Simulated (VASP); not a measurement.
# I (Pm-3m) in VASP: further runs

The runs below take I through relaxation of cell and atoms, with PBE.

Everything below comes from runs of VASP 6.6.1. Logs are shortened: lines on timing, memory, paths and dates and some standing lists are left out, and cuts for length are marked.

## Step 1: The cell of the first run

The structure is cubic, space group Pm-3m (No. 221). The conventional cell has a = 3.300 Å, b = 3.300 Å, c = 3.300 Å, α = 90.00°, β = 90.00°, γ = 90.00°. Within 4.3 Å of I (site symmetry m-3m) lie 6 I at 3.30 Å.

## Step 2: Relaxation of cell and atoms, PBE, target pressure 30 GPa, at which the enthalpy is minimised

INCAR

```
PREC = Accurate ; ENCUT = 600
EDIFF = 1E-7 ; ISMEAR = -1
SIGMA = 0.05 ; LREAL = F
LASPH = T ; NELM = 100
ALGO = Normal ; ISIF = 3
LWAVE = F ; LCHARG = F
GGA = PE ; IBRION = 2
NSW = 80 ; EDIFFG = -0.01
PSTRESS = 300.0
```

KPOINTS

```
regular mesh
0
Gamma
  12 12 12
```

POSCAR

```
I
1.0
    3.3000000000      0.0000000000      0.0000000000
    0.0000000000      3.3000000000      0.0000000000
    0.0000000000      0.0000000000      3.3000000000
I
1
Direct
    0.0000000000      0.0000000000      0.0000000000
```

Potentials or basis: VASP PAW PBE potentials, release 64 (I).

On the command line:

```console
> cat potpaw_PBE.64/I/POTCAR > POTCAR
> mpirun -np 1 vasp_std > vasp.out
```

OUTCAR:

```text
PREC = Accurate
   ENCUT = 600
   EDIFF = 1E-7
   ISMEAR = -1
   LREAL = F
   LASPH = T
   NELM = 100
   ISIF = 3
   GGA = PE
   IBRION = 2
   NSW = 80
   EDIFFG = -0.01
   PSTRESS = 300.0

 ion  position               nearest neighbor table
   1  0.000  0.000  0.000-

  LATTYP: Found a simple cubic cell.
 ALAT       =     3.3000000000

  Lattice vectors:

 A1 = (   3.3000000000,   0.0000000000,   0.0000000000)
 A2 = (   0.0000000000,   3.3000000000,   0.0000000000)
 A3 = (   0.0000000000,   0.0000000000,   3.3000000000)

Analysis of symmetry for initial positions (statically):
=====================================================================
 Subroutine PRICEL returns:
 Original cell was already a primitive cell.

 Routine SETGRP: Setting up the symmetry group for a
 simple cubic supercell.

 Subroutine GETGRP returns: Found 48 space group operations
 (whereof 48 operations were pure point group operations)
 out of a pool of 48 trial point group operations.

The static configuration has the point symmetry O_h .

Analysis of symmetry for dynamics (positions and initial velocities):
=====================================================================
 Subroutine PRICEL returns:
 Original cell was already a primitive cell.

 Routine SETGRP: Setting up the symmetry group for a
 simple cubic supercell.

 Subroutine GETGRP returns: Found 48 space group operations
 (whereof 48 operations were pure point group operations)
 out of a pool of 48 trial point group operations.

The dynamic configuration has the point symmetry O_h .

 Subroutine INISYM returns: Found 48 space group operations
 (whereof 48 operations are pure point group operations),
 and found     1 'primitive' translations

----------------------------------------------------------------------------------------

                                     Primitive cell

  volume of cell :      35.9370

  direct lattice vectors                    reciprocal lattice vectors
     3.300000000  0.000000000  0.000000000     0.303030303  0.000000000  0.000000000
     0.000000000  3.300000000  0.000000000     0.000000000  0.303030303  0.000000000
     0.000000000  0.000000000  3.300000000     0.000000000  0.000000000  0.303030303

  length of vectors
     3.300000000  3.300000000  3.300000000     0.303030303  0.303030303  0.303030303

  position of ions in fractional coordinates (direct lattice)
     0.000000000  0.000000000  0.000000000

  ion indices of the primitive-cell ions
   primitive index   ion index
                 1           1

----------------------------------------------------------------------------------------

 KPOINTS: regular mesh

Automatic generation of k-mesh.
 Grid dimensions read from file:
 generate k-points for:   12   12   12

 Generating k-lattice:

  Cartesian coordinates                     Fractional coordinates (reciprocal lattice)
     0.025252525  0.000000000  0.000000000     0.083333333  0.000000000  0.000000000
     0.000000000  0.025252525  0.000000000     0.000000000  0.083333333  0.000000000
     0.000000000  0.000000000  0.025252525     0.000000000  0.000000000  0.083333333

  Length of vectors
     0.025252525  0.025252525  0.025252525

  Shift w.r.t. Gamma in fractional coordinates (k-lattice)
     0.000000000  0.000000000  0.000000000

 Subroutine IBZKPT returns following result:
 ===========================================

 Found     84 irreducible k-points:

 Following reciprocal coordinates:
            Coordinates               Weight
  0.000000  0.000000  0.000000      1.000000
  0.083333  0.000000  0.000000      6.000000
  0.166667  0.000000  0.000000      6.000000
  0.250000  0.000000  0.000000      6.000000
  0.333333  0.000000  0.000000      6.000000
  0.416667  0.000000  0.000000      6.000000
[... 16 lines left out ...]
  0.333333  0.333333  0.000000     12.000000
  0.416667  0.333333  0.000000     24.000000
 [... further k-points ...]
   k-points           NKPTS =     84   k-points in BZ     NKDIM =     84   number of bands    NBANDS=      7
   number of dos      NEDOS =    301   number of ions     NIONS =      1
   total plane-waves  NPLWV =  21952
   dimension x,y,z NGX =    28 NGY =   28 NGZ =   28
   dimension x,y,z NGXF=    56 NGYF=   56 NGZF=   56
   ions per type =               1
   NGX,Y,Z   is equivalent  to a cutoff of  14.11, 14.11, 14.11 a.u.
   NGXF,Y,Z  is equivalent  to a cutoff of  28.21, 28.21, 28.21 a.u.
 SYSTEM =  unknown system
   PREC   = accura    normal or accurate (medium, high low for compatibility)
   ISTART =      0    job   : 0-new  1-cont  2-samecut
   ICHARG =      2    charge: 1-file 2-atom 10-const
   ISPIN  =      1    spin polarized calculation?
   LNONCOLLINEAR =      F non collinear calculations
   LSORBIT =      F    spin-orbit coupling
   LASPH  =      T    aspherical Exc in radial PAW
   ENCUT  =  600.0 eV  44.10 Ry    6.64 a.u.   6.59  6.59  6.59*2*pi/ulx,y,z
   NELM   =    100;   NELMIN=  2; NELMDL= -5     # of ELM steps
   EDIFF  = 0.1E-06   stopping-criterion for ELM
   LREAL  =      F    real-space projection
   EDIFFG = -.1E-01   stopping-criterion for IOM
   NSW    =     80    number of steps for IOM
   IBRION =      2    ionic relax: 0-MD 1-quasi-New 2-CG
   NFREE  =      1    steps in history (QN), initial steepest desc. (CG)
   ISIF   =      3    stress and relaxation
   ISYM   =      2    0-nonsym 1-usesym 2-fastsym
   POTIM  = 0.5000    time-step for ionic-motion
   TEBEG  =    0.0;   TEEND  =   0.0 temperature during run
   PSTRESS=  300.0 pullay stress
   NELECT =       7.0000    total number of electrons
   NUPDOWN=      -1.0000    fix difference up-down
   EMIN   =  10.00;   EMAX   =-10.00  energy-range for DOS
   EFERMI =   0.00;   METHOD = LEGACY
   ISMEAR =    -1;   SIGMA  =   0.05  broadening in eV -4-tet -1-fermi 0-gaus
   EFERMI_NEDOS =   21; number of points for ismear=-14 and -15
   IALGO  =     38    algorithm
   IMIX   =      4    mixing-type and parameters
     AMIX     =   0.40;   BMIX     =  1.00
     AMIX_MAG =   1.60;   BMIX_MAG =  1.00
  volume/ion in A,a.u.               =      35.94       242.51
  Fermi-wavevector in a.u.,A,eV,Ry     =   0.948987  1.793325 12.253083  0.900576
  Thomas-Fermi vector in A             =   2.077227
   LORBIT       =      0    0 simple, 1 ext, 2 COOP (PROOUT), +10 PAW based schemes
   GGA     = PE    functional components
   LHFCALC =     F    Hartree Fock is set to
   AEXX    =    0.0000 exact exchange contribution
   IVDW    =     0    specifies the selected vdW correction
   LEPSILON=     F    determine dielectric tensor
   LRPA    =     F    only Hartree local field effects (RPA)
 conjugate gradient relaxation of ions
 non-spin polarized calculation
  energy-cutoff  :      600.00
  volume of cell :       35.94
 maximum number of plane-waves:      1222
 NGX is ok and might be reduce to    28
   NGX = 13   NGY = 13   NGZ = 13

--------------------------------------- Ionic step        1  -------------------------------------------

 number of electron       6.9999999 magnetization

 Free energy of the ion-electron system (eV)
  ---------------------------------------------------
  ext. energy  EPLUGINS =         0.00000000
  ---------------------------------------------------
  free energy    TOTEN  =        -1.13136352 eV

  energy without entropy =       -1.12215635  energy(sigma->0) =       -1.12675993

 E-fermi :   5.0492     XC(G=0):  -8.8018

 val. band max:        5.0174133990   @ k =   0.1667   0.0000   0.0000
 cond. band min:       5.0492527365   @ k =   0.2500   0.2500   0.0833
 fundamental gap:      0.0318393375
 Fermi energy:         5.0491878839

 k-point     1 :       0.0000    0.0000    0.0000
  band No.  band energies     occupation
      1      -9.4017      2.00000
      2       4.8228      1.97861
      3       4.8228      1.97861
      4       4.8228      1.97861
      5      10.6602      0.00000
      6      11.1777      0.00000
      7      11.1777      0.00000
[... 830 lines left out ...]
  FREE ENERGIE OF THE ION-ELECTRON SYSTEM (eV)
  ---------------------------------------------------
  free  energy   TOTEN  =        -0.5672392851 eV

  energy  without entropy=       -0.5601462493  energy(sigma->0) =       -0.56369277

  enthalpy is  TOTEN    =         4.7733777546 eV   P V=        5.3406170397

[... ionic steps 4 to 12 ...]

--------------------------------------- Ionic step       13  -------------------------------------------

 number of electron       6.9999999 magnetization

------------------------ aborting loop because EDIFF is reached ----------------------------------------

  FORCE on cell =-STRESS in cart. coord.  units (eV):
  Direction    XX          YY          ZZ          XY          YZ          ZX
  --------------------------------------------------------------------------------------
  -------------------------------------------------------------------------------------
  Total        5.0099948      5.0099948      5.0099948     -0.0000000      0.0000000     -0.0000000
  in kB      295.7667194    295.7667194    295.7667194     -0.0000000      0.0000000     -0.0000000
  external PRESSURE =      -4.2332806 kB  Pullay stress =     300.0000000 kB
[... 59 lines left out ...]
  enthalpy is  TOTEN    =         4.7404178087 eV   P V=        5.0767569504

--------------------------------------- Ionic step       15  -------------------------------------------

 number of electron       6.9999999 magnetization

 Free energy of the ion-electron system (eV)
  ---------------------------------------------------
  ext. energy  EPLUGINS =         0.00000000
  ---------------------------------------------------
  free energy    TOTEN  =        -0.32650676 eV

  energy without entropy =       -0.31949158  energy(sigma->0) =       -0.32299917

 E-fermi :   9.4484     XC(G=0): -10.1116

 val. band max:        9.4171389537   @ k =   0.2500   0.2500   0.0833
 cond. band min:       9.4771777652   @ k =   0.3333   0.1667   0.0833
 fundamental gap:      0.0600388116
 Fermi energy:         9.4484239702

 k-point     1 :       0.0000    0.0000    0.0000
  band No.  band energies     occupation
      1      -7.6322      2.00000
      2       9.0088      1.99970
      3       9.0088      1.99970
      4       9.0088      1.99970
      5      14.5091      0.00000
      6      14.5091      0.00000
      7      15.5780      0.00000
[... 258 lines left out ...]
  FREE ENERGIE OF THE ION-ELECTRON SYSTEM (eV)
  ---------------------------------------------------
  free  energy   TOTEN  =        -0.3265067612 eV

  energy  without entropy=       -0.3194915764  energy(sigma->0) =       -0.32299917

  enthalpy is  TOTEN    =         4.7403690656 eV   P V=        5.0668758268

 reached required accuracy - stopping structural energy minimisation
```

Wall time 4.1 min (1 thread of Intel Xeon 8259CL, shared host); peak memory 0.19 GiB.

Results:

```yaml
Free_energy: -0.3265 eV
Relaxed_volume: 27.06 Å³/atom
Relaxed_cell: a = 3.002 Å, b = 3.002 Å, c = 3.002 Å, α = 90.00°, β = 90.00°, γ = 90.00°
Space_group_after_relaxing_to_0.1_Å: Pm-3m (No. 221)
Energy_change_on_relaxing_the_run_minimises_the_enthalpy: +804.9 meV/atom
Ionic_steps: 15
Pressure_after_relaxing: 30.0 GPa
Band_gap_on_the_k_mesh: zero (an odd number of electrons rules out a gap without spin polarisation)
```

Step by step:
| step | energy change (eV) | largest force (eV/Å) | pressure (GPa) | volume (Å³) |
| --- | --- | --- | --- | --- |
| 1 | 0.0000 | 0.0000 | 4.83 | 35.94 |
| 2 | 9.6552 | 0.0000 | 291.27 | 13.84 |
| 3 | 0.5641 | 0.0000 | 23.05 | 28.52 |
| 4 | 0.7117 | 0.0000 | 27.33 | 27.58 |
| 5 | 0.8077 | 0.0000 | 30.08 | 27.04 |
| 6 | 0.7778 | 0.0000 | 29.22 | 27.21 |
| 7 | 0.7797 | 0.0000 | 29.28 | 27.20 |
| 8 | 0.7855 | 0.0000 | 29.44 | 27.16 |
| 9 | 0.7856 | 0.0000 | 29.44 | 27.16 |
| 10 | 0.7859 | 0.0000 | 29.45 | 27.16 |
| 11 | 0.7865 | 0.0000 | 29.47 | 27.16 |
| 12 | 0.7877 | 0.0000 | 29.51 | 27.15 |
| 13 | 0.7901 | 0.0000 | 29.58 | 27.14 |
| 14 | 0.7950 | 0.0000 | 29.72 | 27.11 |
| 15 | 0.8049 | 0.0000 | 30.00 | 27.06 |

Final structure:
```yaml
crystal:
  lattice:
    - [3.00222, 0.00000, 0.00000]
    - [0.00000, 3.00222, 0.00000]
    - [0.00000, 0.00000, 3.00222]
  atoms:
    - { symbol: I, position: [0.00000, 0.00000, 0.00000] }
```

Caveat: the cell is relaxed towards a set pressure, so the run minimises the enthalpy, not the energy; the volume moved by over 15 % at a fixed basis, so the end points are rough; spin-orbit coupling is left out, which moves the levels of the heavy elements; an odd number of electrons without spin polarisation forces a metal; a magnetic or distorted state may lie lower.

## Step 3: Relaxation of cell and atoms, PBE, target pressure 45 GPa, at which the enthalpy is minimised

INCAR

```
SYSTEM = I
ALGO = Normal
EDIFF = 1E-6
EDIFFG = -0.01
ENCUT = 600
GGA = PE
IBRION = 2
ISIF = 3
ISMEAR = -1
LASPH = .TRUE.
LCHARG = .FALSE.
LREAL = .FALSE.
LWAVE = .FALSE.
NELM = 100
NSW = 80
PREC = Accurate
PSTRESS = 450.0
SIGMA = 0.05
```

KPOINTS

```
k-points
0
G
  12 12 12
  0 0 0
```

POSCAR is that of step 2.

Potentials or basis: VASP PAW PBE potentials, release 64 (I).

On the command line:

```console
> cat potpaw_PBE.64/I/POTCAR > POTCAR
> mpirun -np 1 vasp_std > vasp.out
```

OUTCAR:

```text
SYSTEM = I
   EDIFF = 1E-6
   EDIFFG = -0.01
   ENCUT = 600
   GGA = PE
   IBRION = 2
   ISIF = 3
   ISMEAR = -1
   LASPH = .TRUE.
   LREAL = .FALSE.
   NELM = 100
   NSW = 80
   PREC = Accurate
   PSTRESS = 450.0

 ion  position               nearest neighbor table
   1  0.000  0.000  0.000-

  LATTYP: Found a simple cubic cell.
 ALAT       =     3.3000000000

  Lattice vectors:

 A1 = (   3.3000000000,   0.0000000000,   0.0000000000)
 A2 = (   0.0000000000,   3.3000000000,   0.0000000000)
 A3 = (   0.0000000000,   0.0000000000,   3.3000000000)

Analysis of symmetry for initial positions (statically):
=====================================================================
 Subroutine PRICEL returns:
 Original cell was already a primitive cell.

 Routine SETGRP: Setting up the symmetry group for a
 simple cubic supercell.

 Subroutine GETGRP returns: Found 48 space group operations
 (whereof 48 operations were pure point group operations)
 out of a pool of 48 trial point group operations.

The static configuration has the point symmetry O_h .

Analysis of symmetry for dynamics (positions and initial velocities):
=====================================================================
 Subroutine PRICEL returns:
 Original cell was already a primitive cell.

 Routine SETGRP: Setting up the symmetry group for a
[... 121 lines left out ...]
   IALGO  =     38    algorithm
   IMIX   =      4    mixing-type and parameters
     AMIX     =   0.40;   BMIX     =  1.00
     AMIX_MAG =   1.60;   BMIX_MAG =  1.00
  volume/ion in A,a.u.               =      35.94       242.51
  Fermi-wavevector in a.u.,A,eV,Ry     =   0.948987  1.793325 12.253083  0.900576
  Thomas-Fermi vector in A             =   2.077227
   LORBIT       =      0    0 simple, 1 ext, 2 COOP (PROOUT), +10 PAW based schemes
   GGA     = PE    functional components
   LHFCALC =     F    Hartree Fock is set to
   AEXX    =    0.0000 exact exchange contribution
   IVDW    =     0    specifies the selected vdW correction
   LEPSILON=     F    determine dielectric tensor
   LRPA    =     F    only Hartree local field effects (RPA)
 conjugate gradient relaxation of ions
 non-spin polarized calculation
  energy-cutoff  :      600.00
  volume of cell :       35.94
 maximum number of plane-waves:      1222
 NGX is ok and might be reduce to    28
   NGX = 13   NGY = 13   NGZ = 13

--------------------------------------- Ionic step        1  -------------------------------------------

 number of electron       6.9999999 magnetization

 Free energy of the ion-electron system (eV)
  ---------------------------------------------------
  ext. energy  EPLUGINS =         0.00000000
  ---------------------------------------------------
  free energy    TOTEN  =        -1.13136328 eV

  energy without entropy =       -1.12215615  energy(sigma->0) =       -1.12675972

 E-fermi :   5.0491     XC(G=0):  -8.8022

 val. band max:        5.0172974335   @ k =   0.1667   0.0000   0.0000
 cond. band min:       5.0491247388   @ k =   0.2500   0.2500   0.0833
 fundamental gap:      0.0318273053
 Fermi energy:         5.0490646551
[... 784 lines left out ...]
--------------------------------------- Ionic step        9  -------------------------------------------

 number of electron       7.0000000 magnetization

 Free energy of the ion-electron system (eV)
  ---------------------------------------------------
  ext. energy  EPLUGINS =         0.00000000
  ---------------------------------------------------
  free energy    TOTEN  =         0.20804793 eV

  energy without entropy =        0.21493951  energy(sigma->0) =        0.21149372

 E-fermi :  11.0955     XC(G=0): -10.5415

 val. band max:       11.0357980533   @ k =   0.2500   0.2500   0.0833
 cond. band min:      11.1096778140   @ k =   0.4167   0.0833   0.0833
 fundamental gap:      0.0738797607
 Fermi energy:        11.0954650666
[... 272 lines left out ...]
  energy  without entropy=        0.2149395096  energy(sigma->0) =        0.21149372

  enthalpy is  TOTEN    =         7.1589325534 eV   P V=        6.9508846201

 reached required accuracy - stopping structural energy minimisation
```

OSZICAR:

```text
N       E                     dE             d eps       ncg     rms          rms(c)
DAV:   1     0.243928735681E+02    0.24393E+02   -0.28345E+03  1176   0.808E+02
DAV:   2    -0.359728091715E+00   -0.24753E+02   -0.23483E+02  1603   0.102E+02
DAV:   3    -0.112222972761E+01   -0.76250E+00   -0.74230E+00  1372   0.216E+01
[... 89 lines left out ...]
DAV:   2     0.207353066548E+00    0.17198E-02   -0.20629E-03  1218   0.360E-01    0.178E-01
DAV:   3     0.208050667452E+00    0.69760E-03   -0.19069E-03  1232   0.259E-01    0.260E-01
DAV:   4     0.208048352675E+00   -0.23148E-05   -0.19889E-05  1547   0.454E-02    0.302E-01
DAV:   5     0.208047445235E+00   -0.90744E-06   -0.10713E-05  1309   0.236E-02    0.867E-02
DAV:   6     0.208047933361E+00    0.48813E-06   -0.62138E-07   721   0.646E-03
   9 F= 0.71589326E+01 E0= 0.71623783E+01  d E =-.269809E-03
```

Run time: 3.5 min. Hardware: 1 thread of Intel Xeon 8259CL, shared host; peak memory 0.22 GiB.

Results:

```
Free energy                                                : 0.2080 eV
Relaxed volume                                             : 24.75 Å³/atom
Relaxed cell                                               : a = 2.914 Å, b = 2.914 Å, c = 2.914 Å, α = 90.00°, β = 90.00°, γ = 90.00°
Space group after relaxing (to 0.1 Å)                      : Pm-3m (No. 221)
Energy change on relaxing (the run minimises the enthalpy) : +1339.4 meV/atom
Ionic steps                                                : 9
Pressure after relaxing                                    : 45.0 GPa
Band gap on the k mesh                                     : zero (an odd number of electrons rules out a gap without spin polarisation)
```

Step by step:
```csv
step,energy change (eV),largest force (eV/Å),pressure (GPa),volume (Å³)
1,0.0000,0.0000,4.83,35.94
2,55.7268,0.0000,2834.25,6.49
3,0.1553,0.0000,10.55,32.59
4,0.3492,0.0000,16.66,30.27
5,1.6242,0.0000,52.37,23.81
6,1.3154,0.0000,44.35,24.83
7,1.3702,0.0000,45.83,24.64
8,1.2624,0.0000,42.89,25.03
9,1.3394,0.0000,45.01,24.75
```

Final structure:
```
CELL_PARAMETERS angstrom
2.91416 0.00000 0.00000
0.00000 2.91416 0.00000
0.00000 0.00000 2.91416
ATOMIC_POSITIONS crystal
I 0.00000 0.00000 0.00000
```

Levels at points of the mesh, in eV from the Fermi level:
```
           k point  band 1  band 2  band 3  band 4  band 5  band 6  band 7
(0.00, 0.00, 0.00)  -18.13   -0.55   -0.55   -0.55    4.67    4.67    6.33
(0.50, 0.00, 0.00)  -15.83   -9.53    1.27    1.27    6.82    9.21    9.75
(0.50, 0.50, 0.00)  -13.41   -7.58   -7.58    0.05    3.08   11.05   12.15
(0.50, 0.50, 0.50)  -10.77   -5.77   -5.77   -5.77    2.78    2.78    2.78
```

Caveat: the cell is relaxed towards a set pressure, so the run minimises the enthalpy, not the energy; the volume moved by over 15 % at a fixed basis, so the end points are rough; spin-orbit coupling is left out, which moves the levels of the heavy elements; an odd number of electrons without spin polarisation forces a metal; a magnetic or distorted state may lie lower.
